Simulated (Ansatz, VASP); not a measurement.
# One calculation of AgCl, two programs

```
Ag Cl
1.0
     3.74182    0.00000    0.00000
     0.00000    0.00000   -3.92404
    -1.87091    5.55660    0.00000
Ag Cl
2 2
Direct
  0.60344 0.25000 0.20689
  0.39656 0.75000 0.79311
  0.13455 0.75000 0.26910
  0.86545 0.25000 0.73090
```

Alike in both runs: task single point; functional PBE; k mesh 8 × 8 × 8; occupations gaussian, width 0.05 eV; no spin polarisation.

```csv
,VASP,Ansatz
version,VASP 6.6.1,Ansatz 0.2.0
potentials or method,"VASP PAW PBE potentials, release 64 (Ag, Cl), cutoff 520 eV","scalar-relativistic, plane waves, PAW"
valence electrons in the cell,36,52
```

|  | VASP | Ansatz | Ansatz less VASP |
| --- | --- | --- | --- |
| gap on the k mesh at the Fermi level (eV) | 0.46 | 0.46 | 0.000 |
| pressure (GPa) | 1.5 | 1.7 | +0.15 |
| traceless stress, the component that is largest in VASP (GPa) | 0.11 | 0.07 | -0.045 |
| rms of the force components (eV/Å) | 0.006 | 0.006 | +0.0002 |

Atom by atom the forces differ by 0.002 eV/Å (rms over components). VASP's potentials hold 36 valence electrons a cell and Ansatz's 52, so a difference there can come from the potentials and not from the codes.
